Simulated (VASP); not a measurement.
# MgO (P6_3mc) in VASP: a series of runs, part 3 of 3

VASP 6.6.1. Earlier steps stand in the parts before.

## (5) Single point, r2SCAN

Contents of POSCAR:

```
MgO
1.0
    3.2882171868      0.0000000001      0.0000000000
   -1.6441085934      2.8476796169      0.0000000000
    0.0000000000      0.0000000000      5.0343664111
Mg O
2 2
Direct
    0.3333333333      0.6666666667     -0.0098385153
    0.6666666667      0.3333333333      0.4901614847
    0.3333333333      0.6666666667      0.3848385153
    0.6666666667      0.3333333333      0.8848385153
```

Contents of INCAR.step1:

```
SYSTEM = MgO
PREC = Accurate
ENCUT = 520
ISMEAR = 0
SIGMA = 0.01
LREAL = .FALSE.
LASPH = .TRUE.
NELM = 60
NBANDS = 16
GGA = PE
ALGO = Normal
EDIFF = 1E-4
LWAVE = .TRUE.
LCHARG = .FALSE.
```

Contents of INCAR.step2:

```
SYSTEM = MgO
PREC = Accurate
ENCUT = 520
EDIFF = 1E-7
ISMEAR = 0
SIGMA = 0.01
LREAL = .FALSE.
LASPH = .TRUE.
NELM = 60
ALGO = Normal
ISIF = 2
LWAVE = .FALSE.
LCHARG = .FALSE.
METAGGA = R2SCAN
LMIXTAU = .TRUE.
NBANDS = 16
ISTART = 1
```

Contents of KPOINTS:

```
regular mesh
0
G
  6 6 4
  0 0 0
```

Potentials or basis: VASP PAW PBE potentials, release 64 (Mg, O).

Run with:

```
> cat potpaw_PBE.64/Mg/POTCAR potpaw_PBE.64/O/POTCAR > POTCAR
> cp INCAR.step1 INCAR
> mpirun -np 1 vasp_std > vasp.out
> cp INCAR.step2 INCAR
> mpirun -np 1 vasp_std > vasp.out
```

OUTCAR:

```text
SYSTEM = MgO
   PREC = Accurate
   ENCUT = 520
   EDIFF = 1E-7
   ISMEAR = 0
   LREAL = .FALSE.
   LASPH = .TRUE.
   NELM = 60
   ISIF = 2
   METAGGA = R2SCAN
   ISTART = 1

 ion  position               nearest neighbor table
   1  0.333  0.667  0.990-   4 1.97   4 1.97   4 1.97   3 1.99   2 3.15   2 3.15   2 3.15   2 3.15
                             2 3.15   2 3.15
   2  0.667  0.333  0.490-   3 1.97   3 1.97   3 1.97   4 1.99   1 3.15   1 3.15   1 3.15   1 3.15
                             1 3.15   1 3.15
   3  0.333  0.667  0.385-   2 1.97   2 1.97   2 1.97   1 1.99
   4  0.667  0.333  0.885-   1 1.97   1 1.97   1 1.97   2 1.99

  LATTYP: Found a hexagonal cell.
 ALAT       =     3.2882171868
 C/A-ratio  =     1.5310322053

  Lattice vectors:

 A1 = (   3.2882171868,   0.0000000001,   0.0000000000)
 A2 = (  -1.6441085934,   2.8476796169,   0.0000000000)
 A3 = (   0.0000000000,   0.0000000000,   5.0343664111)

Analysis of symmetry for initial positions (statically):
=====================================================================
 Subroutine PRICEL returns:
 Original cell was already a primitive cell.

 Routine SETGRP: Setting up the symmetry group for a
 hexagonal supercell.

 Subroutine GETGRP returns: Found 12 space group operations
 (whereof  6 operations were pure point group operations)
 out of a pool of 24 trial point group operations.

The static configuration has the point symmetry C_3v.
 The point group associated with its full space group is C_6v.

Analysis of symmetry for dynamics (positions and initial velocities):
=====================================================================
 Subroutine PRICEL returns:
 Original cell was already a primitive cell.

 Routine SETGRP: Setting up the symmetry group for a
 hexagonal supercell.

 Subroutine GETGRP returns: Found 12 space group operations
 (whereof  6 operations were pure point group operations)
 out of a pool of 24 trial point group operations.

The dynamic configuration has the point symmetry C_3v.
 The point group associated with its full space group is C_6v.

 Subroutine INISYM returns: Found 12 space group operations
 (whereof  6 operations are pure point group operations),
 and found     1 'primitive' translations

----------------------------------------------------------------------------------------

                                     Primitive cell

  volume of cell :      47.1407

  direct lattice vectors                    reciprocal lattice vectors
     3.288217187  0.000000000  0.000000000     0.304116165  0.175581550  0.000000000
    -1.644108593  2.847679617  0.000000000    -0.000000000  0.351163099  0.000000000
     0.000000000  0.000000000  5.034366411     0.000000000  0.000000000  0.198634727

  length of vectors
     3.288217187  3.288217187  5.034366411     0.351163099  0.351163099  0.198634727

  position of ions in fractional coordinates (direct lattice)
     0.333333333  0.666666667  0.990161485
     0.666666667  0.333333333  0.490161485
     0.333333333  0.666666667  0.384838515
     0.666666667  0.333333333  0.884838515

  ion indices of the primitive-cell ions
[... 28 lines left out ...]
 ===========================================

 Found     21 irreducible k-points:

 Following reciprocal coordinates:
            Coordinates               Weight
  0.000000  0.000000  0.000000      1.000000
  0.166667  0.000000  0.000000      6.000000
  0.333333  0.000000  0.000000      6.000000
  0.500000  0.000000  0.000000      3.000000
  0.166667  0.166667  0.000000      6.000000
  0.333333  0.166667  0.000000     12.000000
[... 13 lines left out ...]
  0.333333  0.166667  0.500000     12.000000
  0.333333  0.333333  0.500000      2.000000
   k-points           NKPTS =     21   k-points in BZ     NKDIM =     21   number of bands    NBANDS=     16
   number of dos      NEDOS =    301   number of ions     NIONS =      4
   total plane-waves  NPLWV =  23040
   dimension x,y,z NGX =    24 NGY =   24 NGZ =   40
   dimension x,y,z NGXF=    48 NGYF=   48 NGZF=   80
   ions per type =               2   2
   NGX,Y,Z   is equivalent  to a cutoff of  12.13, 12.13, 13.21 a.u.
   NGXF,Y,Z  is equivalent  to a cutoff of  24.27, 24.27, 26.42 a.u.
 SYSTEM =  MgO
   PREC   = accura    normal or accurate (medium, high low for compatibility)
   ISTART =      1    job   : 0-new  1-cont  2-samecut
   ICHARG =      0    charge: 1-file 2-atom 10-const
   ISPIN  =      1    spin polarized calculation?
   LNONCOLLINEAR =      F non collinear calculations
   LSORBIT =      F    spin-orbit coupling
   LASPH  =      T    aspherical Exc in radial PAW
   ENCUT  =  520.0 eV  38.22 Ry    6.18 a.u.   6.11  6.11  9.36*2*pi/ulx,y,z
   NELM   =     60;   NELMIN=  2; NELMDL=  0     # of ELM steps
   EDIFF  = 0.1E-06   stopping-criterion for ELM
   LREAL  =      F    real-space projection
   EDIFFG = 0.1E-05   stopping-criterion for IOM
   NSW    =      0    number of steps for IOM
   IBRION =     -1    ionic relax: 0-MD 1-quasi-New 2-CG
   NFREE  =      0    steps in history (QN), initial steepest desc. (CG)
   ISIF   =      2    stress and relaxation
   ISYM   =      2    0-nonsym 1-usesym 2-fastsym
   POTIM  = 0.5000    time-step for ionic-motion
   TEBEG  =    0.0;   TEEND  =   0.0 temperature during run
   PSTRESS=    0.0 pullay stress
   NELECT =      16.0000    total number of electrons
   NUPDOWN=      -1.0000    fix difference up-down
   EMIN   =  10.00;   EMAX   =-10.00  energy-range for DOS
   EFERMI =   0.00;   METHOD = LEGACY
   ISMEAR =     0;   SIGMA  =   0.01  broadening in eV -4-tet -1-fermi 0-gaus
   EFERMI_NEDOS =   21; number of points for ismear=-14 and -15
   IALGO  =     38    algorithm
   IMIX   =      4    mixing-type and parameters
     AMIX     =   0.40;   BMIX     =  1.00
     AMIX_MAG =   1.60;   BMIX_MAG =  1.00
  volume/ion in A,a.u.               =      11.79        79.53
  Fermi-wavevector in a.u.,A,eV,Ry     =   1.141956  2.157984 17.742859  1.304063
  Thomas-Fermi vector in A             =   2.278655
   LORBIT       =      0    0 simple, 1 ext, 2 COOP (PROOUT), +10 PAW based schemes
   METAGGA = R2SCAN    functional components
   LHFCALC =     F    Hartree Fock is set to
   AEXX    =    0.0000 exact exchange contribution
   IVDW    =     0    specifies the selected vdW correction
   LEPSILON=     F    determine dielectric tensor
   LRPA    =     F    only Hartree local field effects (RPA)
 non-spin polarized calculation
 Gauss-broadening in eV      SIGMA  =   0.01
  energy-cutoff  :      520.00
  volume of cell :       47.14
 maximum number of plane-waves:      1284
   NGX = 13   NGY = 13   NGZ = 19

 number of electron      16.0000010 magnetization

 Free energy of the ion-electron system (eV)
  ---------------------------------------------------
  ext. energy  EPLUGINS =         0.00000000
  ---------------------------------------------------
  free energy    TOTEN  =       -31.85551828 eV

  energy without entropy =      -31.85551828  energy(sigma->0) =      -31.85551828

 E-fermi :   0.7243     XC(G=0): -10.2039

 val. band max:        0.6744988893   @ k =   0.0000   0.0000   0.0000
 cond. band min:       4.8820577774   @ k =   0.0000   0.0000   0.0000
 fundamental gap:      4.2075588881
 Fermi energy:         0.7242914353

 k-point     1 :       0.0000    0.0000    0.0000
  band No.  band energies     occupation
      1     -16.4790      2.00000
      2     -15.7177      2.00000
      3      -2.5702      2.00000
      4      -0.0154      2.00000
      5      -0.0154      2.00000
      6       0.2982      2.00000
[... 376 lines left out ...]
      3      -1.8695      2.00000
      4      -1.8695      2.00000
      5      -1.3998      2.00000
      6      -1.3998      2.00000
[... 8 lines left out ...]
     15      17.5912      0.00000
     16      17.5912      0.00000

------------------------ aborting loop because EDIFF is reached ----------------------------------------

  FORCE on cell =-STRESS in cart. coord.  units (eV):
  Direction    XX          YY          ZZ          XY          YZ          ZX
  --------------------------------------------------------------------------------------
  -------------------------------------------------------------------------------------
  Total       -0.1689463     -0.1689463     -0.1487260     -0.0000000      0.0000000      0.0000000
  in kB       -5.7419965     -5.7419965     -5.0547662     -0.0000000      0.0000000      0.0000000
  external PRESSURE =      -5.5129197 kB  Pullay stress =       0.0000000 kB

 VOLUME and BASIS-vectors are now :
 -----------------------------------------------------------------------------
  energy-cutoff  :      520.00
  volume of cell :       47.14
      direct lattice vectors                 reciprocal lattice vectors
     3.288217187  0.000000000  0.000000000     0.304116165  0.175581550  0.000000000
    -1.644108593  2.847679617  0.000000000    -0.000000000  0.351163099  0.000000000
     0.000000000  0.000000000  5.034366411     0.000000000  0.000000000  0.198634727

 POSITION                                       TOTAL-FORCE (eV/Angst)
 -----------------------------------------------------------------------------------
     -0.00000      1.89845      4.98484         0.000000      0.000000      0.001984
      1.64411      0.94923      2.46765        -0.000000      0.000000      0.001984
     -0.00000      1.89845      1.93742         0.000000     -0.000000     -0.001984
      1.64411      0.94923      4.45460        -0.000000      0.000000     -0.001984
 -----------------------------------------------------------------------------------
    total drift:                                0.000000      0.000000     -0.002252

  FREE ENERGIE OF THE ION-ELECTRON SYSTEM (eV)
  ---------------------------------------------------
  free  energy   TOTEN  =       -31.8555182825 eV

  energy  without entropy=      -31.8555182825  energy(sigma->0) =      -31.85551828
```

Wall time 28 s (1 thread of Intel Xeon 6975P-C (Granite Rapids), shared host); peak memory 0.17 GiB.

What came out:

| Item | Value |
| --- | --- |
| Free energy | -31.8555 eV |
| Pressure | -0.6 GPa |
| Band gap on the k mesh | 4.21 eV, direct |

Caveat: the PAW data sets were made with another functional, which shifts forces and pressure a little. r2SCAN opens gaps a little over a GGA but as a rule still falls short of measured ones.

## (6) The runs side by side

```csv
level,potentials or basis,gap on the mesh (eV),pressure (GPa),largest force (eV/Å)
PBE,"VASP PAW PBE potentials, release 64 (Mg, O)",3.54,3.5,0.01
LDA,"VASP PAW LDA potentials, release 64 (Mg, O)",3.43,-4.8,0.02
r2SCAN,"VASP PAW PBE potentials, release 64 (Mg, O)",4.21,-0.6,-
```

Alike in all rows: task single point; no spin polarisation; cell as given; k mesh 6 × 6 × 4; cutoff (eV) 520; smearing gaussian 0.01 eV.

Caveats: the PAW data sets were made with another functional, which shifts forces and pressure a little (some runs).

Absolute energies hang on the potentials; compare differences alone.
